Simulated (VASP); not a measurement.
A run of VASP 6.6.1 is set up as follows.

The input INCAR:

```
SYSTEM = MoPt
PREC = Accurate
ENCUT = 520
EDIFF = 1E-6
ISMEAR = -1
SIGMA = 0.1
LREAL = .False.
LASPH = .True.
NELM = 80
ALGO = Normal
ISIF = 2
LWAVE = .False.
LCHARG = .False.
GGA = PS
NBANDS = 32
```

Contents of KPOINTS:

```
Automatic mesh
0
Gamma
  5 8 5
  0 0 0
```

POSCAR

```
MoPt
1.0
    4.5929372536      0.0000000000      0.0000000000
    0.0000000000      2.8047675268      0.0000000000
    0.0000000000      0.0000000000      5.0872468404
Mo Pt
2 2
Direct
    0.2500000000      0.0000000000      0.1617500000
    0.7500000000      0.0000000000      0.8382500000
    0.2500000000      0.5000000000      0.6627300000
    0.7500000000      0.5000000000      0.3372700000
```

Potentials or basis: VASP PAW PBE potentials, release 64 (Mo_sv, Pt).

The run is started by

```bash
$ cat potpaw_PBE.64/Mo_sv/POTCAR potpaw_PBE.64/Pt/POTCAR > POTCAR
$ mpirun -np 1 vasp_std > vasp.out
```

Q: Predict the largest force.

A: 0.172 eV/Å.

Q: Estimate the pressure.

A: -23.1 GPa.

Stress tensor (GPa, compression positive):
```
-23.57   0.00   0.00
  0.00 -22.45   0.00
  0.00   0.00 -23.29
```

Caveat: the cell stands under tension; the PAW data sets were made with another functional, which shifts forces and pressure a little.
